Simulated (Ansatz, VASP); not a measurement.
# La in VASP and in Ansatz

```xyz
1
Lattice="3.3843 0.0000 0.0000 0.0000 3.3843 0.0000 0.0000 0.0000 3.3843" Properties=species:S:1:pos:R:3 pbc="T T T"
La    0.0000    0.0000    0.0000
```

Alike in both runs: task single point; functional r2SCAN; k mesh 11 × 11 × 11; occupations fermi-dirac, width 0.1 eV; no spin polarisation.

```csv
,VASP,Ansatz
version,VASP 6.6.1,Ansatz 0.2.0
potentials or method,"VASP PAW PBE potentials, release 64 (La), cutoff 520 eV","plane waves (500 eV) with PAW, scalar-relativistic"
valence electrons in the cell,11,11
```

```csv
,VASP,Ansatz,Ansatz less VASP
pressure (GPa),-1.8,-1.8,-0.01
```

VASP's potentials were made for PBE, not for r2SCAN.

Spin-orbit coupling is off throughout.
